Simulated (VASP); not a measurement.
Crystal: BiTe.

```
CELL_PARAMETERS angstrom
2.42271 1.39875 3.31729
-2.42271 1.39875 3.31729
0.00000 -2.79750 3.31729
ATOMIC_POSITIONS crystal
Bi 0.50000 0.50000 0.50000
Te 0.00000 0.00000 0.00000
```

Base run:

* Program: VASP 6.6.1
* Functional: r2SCAN
* Potentials or basis: VASP PAW PBE potentials, release 64 (Bi_d, Te)
* Cutoff: 520 eV
* k mesh: 5 × 5 × 5
* Occupations: fermi-dirac, width 0.05 eV
* Spin: non-collinear spin, zero start, spin-orbit coupling
* Starting moments: [[0.0, 0.0, 0.0], [0.0, 0.0, 0.0]] μB

Its results: pressure 0.3 GPa; net moment 0.00 μB per cell.

Problem. The run is repeated on the same cell with these changes: functional from r2SCAN to PBEsol. What comes out?

Solution. Pressure -1.4 GPa; net moment 0.00 μB per cell.

Caveats: the PAW data sets were made with another functional, which shifts forces and pressure a little.
